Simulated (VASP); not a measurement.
Runs of VASP 6.6.1 on In. The structure is that of space group P6/mmm (No. 191), or close to it. The cells are those of the table. 

| task | cell | cutoff (eV) | k mesh for the DOS | occupations for the DOS | gap on the mesh (eV) | pressure (GPa) |
| --- | --- | --- | --- | --- | --- | --- |
| single point | a = 5.401, b = 5.401, c = 3.318 Å, angles 90.0, 90.0, 120.0°, 3 atoms | 520 | - | - | none | 0.0 |
| single point | a = 4.820, b = 4.820, c = 2.916 Å, angles 90.0, 90.0, 120.0°, 3 atoms | 520 | - | - | none | (a) |
| single point | a = 4.008, b = 4.008, c = 2.410 Å, angles 90.0, 90.0, 120.0°, 3 atoms | 520 | - | - | none | 329.3 |
| relaxation of cell and atoms | relaxed from a = 5.357, b = 5.357, c = 3.321 Å, angles 90.0, 90.0, 120.0°, 3 atoms | 600 | - | - | none | 0.0 |
| single point | a = 5.223, b = 5.223, c = 3.193 Å, angles 90.0, 90.0, 120.0°, 3 atoms | 520 | - | - | none | 4.6 |

Alike in all rows: level PBE; potentials or basis VASP PAW PBE potentials, release 64 (In_d); no spin polarisation; k mesh 8 × 8 × 10; smearing fermi-dirac 0.1 eV.

**Question.** Fill in the values left out.

**Answer.** (a) 30.6.

Caveats: spin-orbit coupling is left out, which moves the levels of the heavy elements.

A k mesh can miss the band edges, and the runs leave out spin-orbit coupling on In.

A gap of «none» marks levels without a gap at the run's occupations.
